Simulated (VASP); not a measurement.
# Ir (Fm-3m) in VASP: notebook

Ir is run at these levels: LDA; tasks: single point.

Everything below comes from runs of VASP 6.6.1. Logs are shortened: lines on timing, memory, paths and dates and some standing lists are left out, and cuts for length are marked.

### Step 1. The cell of the first run

Symmetry: Fm-3m, No. 225, cubic system. Conventional cell: a = 3.911 Å, b = 3.911 Å, c = 3.911 Å, α = 90.00°, β = 90.00°, γ = 90.00°. Within 3.6 Å of Ir (site symmetry m-3m) lie 12 Ir at 2.77 Å.

### Step 2. Single point, LDA, collinear spin (14.95 Å³/atom)

INCAR

```
SYSTEM = Ir
ALGO = Normal
EDIFF = 1E-7
ENCUT = 520
ISIF = 2
ISMEAR = -1
ISPIN = 2
LASPH = .True.
LCHARG = .True.
LELF = .True.
LMAXMIX = 4
LORBIT = 11
LREAL = .False.
LVHAR = .True.
LWAVE = .False.
MAGMOM = 1
NBANDS = 14
NELM = 150
PREC = Accurate
SIGMA = 0.05
```

KPOINTS

```
k-points
0
Gamma
  23 23 23
  0 0 0
```

POSCAR

```
Ir
1.0
    0.0000000000      1.9553514337      1.9553514337
    1.9553514337      0.0000000000      1.9553514337
    1.9553514337      1.9553514337      0.0000000000
Ir
1
Direct
    0.0000000000      0.0000000000      0.0000000000
```

Potentials or basis: VASP PAW LDA potentials, release 64 (Ir).

Command:

```console
$ cat potpaw_LDA.64/Ir/POTCAR > POTCAR
$ mpirun -np 1 vasp_std > vasp.out
```

OUTCAR:

```text
SYSTEM = Ir
   EDIFF = 1E-7
   ENCUT = 520
   ISIF = 2
   ISMEAR = -1
   ISPIN = 2
   LASPH = .True.
   LORBIT = 11
   LREAL = .False.
   NELM = 150
   PREC = Accurate

 ion  position               nearest neighbor table
   1  0.000  0.000  0.000-

  LATTYP: Found a face centered cubic cell.
 ALAT       =     3.9107028674

  Lattice vectors:

 A1 = (   0.0000000000,   1.9553514337,   1.9553514337)
 A2 = (   1.9553514337,   0.0000000000,   1.9553514337)
 A3 = (   1.9553514337,   1.9553514337,   0.0000000000)

Analysis of symmetry for initial positions (statically):
=====================================================================
 Subroutine PRICEL returns:
 Original cell was already a primitive cell.

 Routine SETGRP: Setting up the symmetry group for a
 face centered cubic supercell.

 Subroutine GETGRP returns: Found 48 space group operations
 (whereof 48 operations were pure point group operations)
 out of a pool of 48 trial point group operations.

The static configuration has the point symmetry O_h .

Analysis of symmetry for dynamics (positions and initial velocities):
=====================================================================
 Subroutine PRICEL returns:
 Original cell was already a primitive cell.

 Routine SETGRP: Setting up the symmetry group for a
 face centered cubic supercell.

 Subroutine GETGRP returns: Found 48 space group operations
 (whereof 48 operations were pure point group operations)
 out of a pool of 48 trial point group operations.

The dynamic configuration has the point symmetry O_h .

Analysis of structural, dynamic, and magnetic symmetry:
=====================================================================
 Subroutine PRICEL returns:
 Original cell was already a primitive cell.

 Routine SETGRP: Setting up the symmetry group for a
 face centered cubic supercell.

 Subroutine GETGRP returns: Found 48 space group operations
 (whereof 48 operations were pure point group operations)
 out of a pool of 48 trial point group operations.

The overall configuration has the point symmetry O_h .

 Subroutine INISYM returns: Found 48 space group operations
 (whereof 48 operations are pure point group operations),
 and found     1 'primitive' translations

----------------------------------------------------------------------------------------

                                     Primitive cell

  volume of cell :      14.9522

  direct lattice vectors                    reciprocal lattice vectors
     0.000000000  1.955351434  1.955351434    -0.255708509  0.255708509  0.255708509
     1.955351434  0.000000000  1.955351434     0.255708509 -0.255708509  0.255708509
     1.955351434  1.955351434  0.000000000     0.255708509  0.255708509 -0.255708509

  length of vectors
     2.765284517  2.765284517  2.765284517     0.442900130  0.442900130  0.442900130

  position of ions in fractional coordinates (direct lattice)
     0.000000000  0.000000000  0.000000000

  ion indices of the primitive-cell ions
   primitive index   ion index
                 1           1

----------------------------------------------------------------------------------------

 KPOINTS: k-points

Automatic generation of k-mesh.
 Grid dimensions read from file:
 generate k-points for:   23   23   23

 Generating k-lattice:

  Cartesian coordinates                     Fractional coordinates (reciprocal lattice)
    -0.011117761  0.011117761  0.011117761     0.043478261  0.000000000  0.000000000
     0.011117761 -0.011117761  0.011117761     0.000000000  0.043478261  0.000000000
     0.011117761  0.011117761 -0.011117761     0.000000000  0.000000000  0.043478261

  Length of vectors
     0.019256527  0.019256527  0.019256527

  Shift w.r.t. Gamma in fractional coordinates (k-lattice)
     0.000000000  0.000000000  0.000000000

 Subroutine IBZKPT returns following result:
 ===========================================

 Found    364 irreducible k-points:

 Following reciprocal coordinates:
            Coordinates               Weight
  0.000000  0.000000  0.000000      1.000000
  0.043478  0.000000  0.000000      8.000000
  0.086957  0.000000  0.000000      8.000000
  0.130435  0.000000  0.000000      8.000000
  0.173913  0.000000  0.000000      8.000000
  0.217391  0.000000  0.000000      8.000000
[... 16 lines left out ...]
  0.478261  0.043478  0.000000     24.000000
 -0.478261  0.043478  0.000000     24.000000
 [... further k-points ...]
   k-points           NKPTS =    364   k-points in BZ     NKDIM =    364   number of bands    NBANDS=     14
   number of dos      NEDOS =    301   number of ions     NIONS =      1
   total plane-waves  NPLWV =  13824
   dimension x,y,z NGX =    24 NGY =   24 NGZ =   24
   dimension x,y,z NGXF=    48 NGYF=   48 NGZF=   48
   ions per type =               1
   NGX,Y,Z   is equivalent  to a cutoff of  14.43, 14.43, 14.43 a.u.
   NGXF,Y,Z  is equivalent  to a cutoff of  28.86, 28.86, 28.86 a.u.
 SYSTEM =  Ir
   PREC   = accura    normal or accurate (medium, high low for compatibility)
   ISTART =      0    job   : 0-new  1-cont  2-samecut
   ICHARG =      2    charge: 1-file 2-atom 10-const
   ISPIN  =      2    spin polarized calculation?
   LNONCOLLINEAR =      F non collinear calculations
   LSORBIT =      F    spin-orbit coupling
   LASPH  =      T    aspherical Exc in radial PAW
   ENCUT  =  520.0 eV  38.22 Ry    6.18 a.u.   5.14  5.14  5.14*2*pi/ulx,y,z
   NELM   =    150;   NELMIN=  2; NELMDL= -5     # of ELM steps
   EDIFF  = 0.1E-06   stopping-criterion for ELM
   LREAL  =      F    real-space projection
   EDIFFG = 0.1E-05   stopping-criterion for IOM
   NSW    =      0    number of steps for IOM
   IBRION =     -1    ionic relax: 0-MD 1-quasi-New 2-CG
   NFREE  =      0    steps in history (QN), initial steepest desc. (CG)
   ISIF   =      2    stress and relaxation
   ISYM   =      2    0-nonsym 1-usesym 2-fastsym
   POTIM  = 0.5000    time-step for ionic-motion
   TEBEG  =    0.0;   TEEND  =   0.0 temperature during run
   PSTRESS=    0.0 pullay stress
   NELECT =       9.0000    total number of electrons
   NUPDOWN=      -1.0000    fix difference up-down
   EMIN   =  10.00;   EMAX   =-10.00  energy-range for DOS
   EFERMI =   0.00;   METHOD = LEGACY
   ISMEAR =    -1;   SIGMA  =   0.05  broadening in eV -4-tet -1-fermi 0-gaus
   EFERMI_NEDOS =   21; number of points for ismear=-14 and -15
   IALGO  =     38    algorithm
   IMIX   =      4    mixing-type and parameters
     AMIX     =   0.40;   BMIX     =  1.00
     AMIX_MAG =   1.60;   BMIX_MAG =  1.00
  volume/ion in A,a.u.               =      14.95       100.90
  Fermi-wavevector in a.u.,A,eV,Ry     =   1.382253  2.612079 25.995605  1.910623
  Thomas-Fermi vector in A             =   2.506961
   LORBIT       =     11    0 simple, 1 ext, 2 COOP (PROOUT), +10 PAW based schemes
   GGA     = CA    functional components
   LHFCALC =     F    Hartree Fock is set to
   AEXX    =    0.0000 exact exchange contribution
   IVDW    =     0    specifies the selected vdW correction
   LEPSILON=     F    determine dielectric tensor
   LRPA    =     F    only Hartree local field effects (RPA)
 spin polarized calculation
  energy-cutoff  :      520.00
  volume of cell :       14.95
 maximum number of plane-waves:       415
 NGX is ok and might be reduce to    24
   NGX = 11   NGY = 11   NGZ = 11

 number of electron       9.0000001 magnetization      -0.0007601

 number of electron       9.0000001 magnetization       0.0000109

 Free energy of the ion-electron system (eV)
  ---------------------------------------------------
  ext. energy  EPLUGINS =         0.00000000
  ---------------------------------------------------
  free energy    TOTEN  =       -10.24933563 eV

  energy without entropy =      -10.24226143  energy(sigma->0) =      -10.24579853

 E-fermi :   9.3273     XC(G=0): -13.8223

 val. band max:        9.3163769192   @ k =  -0.4348   0.4348   0.0870
 cond. band min:       9.3340010912   @ k =  -0.2609   0.3043   0.1304
 fundamental gap:      0.0176241719
 Fermi energy:         9.3272738415

 spin component 1

 k-point     1 :       0.0000    0.0000    0.0000
  band No.  band energies     occupation
      1      -1.1622      1.00000
      2       5.7581      1.00000
      3       5.7581      1.00000
      4       5.7581      1.00000
      5       8.2559      1.00000
      6       8.2559      1.00000
      7      23.8065      0.00000
      8      29.0151      0.00000
      9      29.0151      0.00000
     10      29.0151      0.00000
     11      33.8579      0.00000
     12      41.7829      0.00000
     13      41.7829      0.00000
     14      41.7829      0.00000
[... 375 lines left out ...]
 k-point    24 :      -0.4783    0.0435    0.0000
  band No.  band energies     occupation
      1       1.8788      1.00000
      2       5.6272      1.00000
      3       5.7406      1.00000
      4       8.3976      1.00000
      5      10.1280      0.00000
      6      10.6081      0.00000
      7      16.0471      0.00000
      8      23.4655      0.00000
      9      28.3931      0.00000
     10      28.6071      0.00000
     11      37.9645      0.00000
     12      38.0442      0.00000
     13      39.3854      0.00000
     14      42.4351      0.00000

 [... further k-points ...]

 spin component 2

 k-point     1 :       0.0000    0.0000    0.0000
  band No.  band energies     occupation
      1      -1.1622      1.00000
      2       5.7581      1.00000
      3       5.7581      1.00000
      4       5.7581      1.00000
      5       8.2559      1.00000
      6       8.2559      1.00000
      7      23.8065      0.00000
      8      29.0151      0.00000
      9      29.0151      0.00000
     10      29.0151      0.00000
     11      33.8579      0.00000
     12      41.7830      0.00000
     13      41.7830      0.00000
     14      41.7830      0.00000
[... 375 lines left out ...]
 k-point    24 :      -0.4783    0.0435    0.0000
  band No.  band energies     occupation
      1       1.8788      1.00000
      2       5.6272      1.00000
      3       5.7406      1.00000
      4       8.3976      1.00000
      5      10.1280      0.00000
      6      10.6081      0.00000
      7      16.0471      0.00000
      8      23.4655      0.00000
      9      28.3931      0.00000
     10      28.6071      0.00000
     11      37.9645      0.00000
     12      38.0442      0.00000
     13      39.3854      0.00000
     14      42.4335      0.00000

 [... further k-points ...]

------------------------ aborting loop because EDIFF is reached ----------------------------------------

  FORCE on cell =-STRESS in cart. coord.  units (eV):
  Direction    XX          YY          ZZ          XY          YZ          ZX
  --------------------------------------------------------------------------------------
  -------------------------------------------------------------------------------------
  Total       -2.2419134     -2.2419134     -2.2419134     -0.0000000      0.0000000     -0.0000000
  in kB     -240.2287286   -240.2287286   -240.2287286     -0.0000000      0.0000000     -0.0000000
  external PRESSURE =    -240.2287286 kB  Pullay stress =       0.0000000 kB

 VOLUME and BASIS-vectors are now :
 -----------------------------------------------------------------------------
  energy-cutoff  :      520.00
  volume of cell :       14.95
      direct lattice vectors                 reciprocal lattice vectors
     0.000000000  1.955351434  1.955351434    -0.255708509  0.255708509  0.255708509
     1.955351434  0.000000000  1.955351434     0.255708509 -0.255708509  0.255708509
     1.955351434  1.955351434  0.000000000     0.255708509  0.255708509 -0.255708509

 POSITION                                       TOTAL-FORCE (eV/Angst)
 -----------------------------------------------------------------------------------
      0.00000      0.00000      0.00000         0.000000      0.000000      0.000000
 -----------------------------------------------------------------------------------
    total drift:                               -0.000000      0.000000      0.000000

  FREE ENERGIE OF THE ION-ELECTRON SYSTEM (eV)
  ---------------------------------------------------
  free  energy   TOTEN  =       -10.2493356337 eV

  energy  without entropy=      -10.2422614310  energy(sigma->0) =      -10.24579853

 total charge

# of ion       s       p       d       tot
------------------------------------------
    1        0.645   0.663   6.924   8.232

 magnetization (x)

# of ion       s       p       d       tot
------------------------------------------
    1        0.000   0.000   0.000   0.000
```

Run time: 92 s. Hardware: 1 thread of Intel Xeon Platinum 8488C (Sapphire Rapids), shared host; peak memory 0.23 GiB.

Results:

- Free energy: -10.2493 eV
- Pressure: -24.0 GPa
- Net moment: 0.00 μB per cell
- Valence electrons inside the program's atomic spheres: Ir 8.23

Caveat: the cell stands under tension; spin-orbit coupling is left out, which moves the levels of the heavy elements.

### Step 3. Single point, LDA, collinear spin (15.51 Å³/atom)

This run uses another cell than the first one, of 15.51 Å³/atom.

INCAR

```
PREC = Accurate
ENCUT = 520
EDIFF = 1E-7
ISMEAR = -1
SIGMA = 0.05
LREAL = False
LASPH = True
NELM = 150
ALGO = Normal
ISIF = 2
LWAVE = False
LCHARG = False
ISPIN = 2
MAGMOM = 1
LORBIT = 11
LMAXMIX = 4
GGA = CA
NBANDS = 14
```

KPOINTS

```
regular mesh
0
Gamma
  23 23 23
```

POSCAR

```
Ir
1.0
    0.0000000000      1.9791995332      1.9791995332
    1.9791995332      0.0000000000      1.9791995332
    1.9791995332      1.9791995332      0.0000000000
Ir
1
Direct
    0.0000000000      0.0000000000      0.0000000000
```

Potentials or basis: VASP PAW LDA potentials, release 64 (Ir).

Command:

```console
$ cat potpaw_LDA.64/Ir/POTCAR > POTCAR
$ mpirun -np 1 vasp_std > vasp.out
```

Wall time 76 s (1 thread of Intel Xeon Platinum 8488C (Sapphire Rapids), shared host); peak memory 0.23 GiB.

Results (log left out):

* Free energy: -10.1503 eV
* Pressure: -33.0 GPa
* Net moment: 0.00 μB per cell
* Valence electrons inside the program's atomic spheres: Ir 8.12

Levels at points of the mesh, in eV from the Fermi level:
Spin up:
```tsv
k point	band 1	band 2	band 3	band 4	band 5	band 6	band 7	band 8
(0.00, 0.00, 0.00)	-10.12	-3.37	-3.37	-3.37	-1.01	-1.01	14.53	19.53
```
Spin down:
```tsv
k point	band 1	band 2	band 3	band 4	band 5	band 6	band 7	band 8
(0.00, 0.00, 0.00)	-10.12	-3.37	-3.37	-3.37	-1.01	-1.01	14.53	19.53
```

Caveat: the cell stands under tension; spin-orbit coupling is left out, which moves the levels of the heavy elements.

### Step 4. Single point, LDA, collinear spin (14.40 Å³/atom)

This run uses another cell than the first one, of 14.40 Å³/atom.

INCAR

```
  PREC = Accurate
  ENCUT = 560
  EDIFF = 1E-6
  ISMEAR = -1
  SIGMA = 0.05
  LREAL = False
  LASPH = True
  NELM = 200
  ALGO = Normal
  ISIF = 2
  LWAVE = False
  LCHARG = True
  ISPIN = 2
  MAGMOM = 1
  LORBIT = 11
  LMAXMIX = 4
  LELF = True
  LVHAR = True
  NBANDS = 18
  GGA_COMPAT = False
```

KPOINTS

```
Automatic mesh
0
Gamma
  23 23 23
```

POSCAR

```
Ir
1.0
    0.0000000000      1.9309069782      1.9309069782
    1.9309069782      0.0000000000      1.9309069782
    1.9309069782      1.9309069782      0.0000000000
Ir
1
Direct
    0.0000000000      0.0000000000      0.0000000000
```

Potentials or basis: VASP PAW LDA potentials, release 64 (Ir_sv_GW).

Command:

```console
$ cat potpaw_LDA.64/Ir_sv_GW/POTCAR > POTCAR
$ mpirun -np 1 vasp_std > vasp.out
```

It took 94 s on 1 thread of Intel Xeon Platinum 8488C (Sapphire Rapids), shared host; peak memory 0.27 GiB.

The run converged. Its results:

```yaml
Free_energy: -10.8899 eV
Pressure: -15.1 GPa
Net_moment: 0.00 μB per cell
Valence_electrons_inside_the_program's_atomic_spheres: Ir 16.28
```

Levels at points of the mesh, in eV from the Fermi level:
Spin up:
```csv
k point,band 4,band 5,band 6,band 7,band 8,band 9,band 10,band 11,band 12,band 13
"(0.00, 0.00, 0.00)",-49.14,-10.88,-3.78,-3.78,-3.78,-1.13,-1.13,13.73,19.10,19.10
```
Spin down:
| k point | band 5 | band 6 | band 7 | band 8 | band 9 | band 10 | band 11 | band 12 |
| --- | --- | --- | --- | --- | --- | --- | --- | --- |
| (0.00, 0.00, 0.00) | -10.88 | -3.78 | -3.78 | -3.78 | -1.13 | -1.13 | 13.73 | 19.10 |

Caveat: the cell stands under tension; spin-orbit coupling is left out, which moves the levels of the heavy elements.

### Step 5. Overview

```tsv
potentials or basis	cell	cutoff (eV)	gap on the mesh (eV)	pressure (GPa)	moment (μB)
VASP PAW LDA potentials, release 64 (Ir)	a = 2.765 Å, angles 60.0°, 1 atom	520	none	-24.0	0.00
VASP PAW LDA potentials, release 64 (Ir)	a = 2.799 Å, angles 60.0°, 1 atom	520	none	-33.0	0.00
VASP PAW LDA potentials, release 64 (Ir_sv_GW)	a = 2.731 Å, angles 60.0°, 1 atom	560	none	-15.1	0.00
```

Alike in all rows: task single point; level LDA; spin collinear; k mesh 23 × 23 × 23; smearing fermi-dirac 0.05 eV.

Caveats: the cell stands under tension; spin-orbit coupling is left out, which moves the levels of the heavy elements.

Absolute energies hang on the potentials; compare differences alone.
